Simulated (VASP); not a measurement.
A run of VASP 6.6.1 is set up as follows.

The input INCAR:

```
PREC = Accurate
ENCUT = 520
EDIFF = 1E-7
ISMEAR = 0
SIGMA = 0.1
LREAL = F
LASPH = T
NELM = 60
ALGO = Normal
ISIF = 2
LWAVE = F
LCHARG = F
GGA = PE
IBRION = 2
NSW = 30
EDIFFG = -0.01
```

Contents of KPOINTS:

```
Automatic mesh
0
Gamma
  1 1 1
```

Contents of POSCAR:

```
CsSbSI2
1.0
    6.3217010000      0.0000000000      0.0000000000
    0.0000000000      6.3217010000      0.0000000000
    0.0000000000      0.0000000000      5.0850440000
Cs Sb S I
1 1 1 2
Direct
    0.0000000000      0.0000000000      0.0000000000
    0.5000000000      0.5000000000      0.5000000000
    0.5000000000      0.5000000000      0.0000000000
    0.0000000000      0.5000000000      0.5000000000
    0.5000000000      0.0000000000      0.5000000000
```

Potentials or basis: VASP PAW PBE potentials, release 64 (Cs_sv, Sb, S, I).

Command:

```bash
$ cat potpaw_PBE.64/Cs_sv/POTCAR potpaw_PBE.64/Sb/POTCAR potpaw_PBE.64/S/POTCAR potpaw_PBE.64/I/POTCAR > POTCAR
$ mpirun -np 1 vasp_gam > vasp.out
```

Problem. Predict the band gap on the k mesh.

Solution. 2.95 eV.

Final structure:
```
Cs Sb S I
1.0
     6.32170    0.00000    0.00000
     0.00000    6.32170    0.00000
     0.00000    0.00000    5.08504
Cs Sb S I
1 1 1 2
Direct
  0.00000 0.00000 0.00000
  0.50000 0.50000 0.50000
  0.50000 0.50000 0.00000
  0.00000 0.50000 0.50000
  0.50000 0.00000 0.50000
```

Caveat: the k points lie up to 1.24 Å⁻¹ apart; the relaxation stopped at its first step, so nothing moved; spin-orbit coupling is left out, which moves the levels of the heavy elements. A k mesh can miss the band edges.
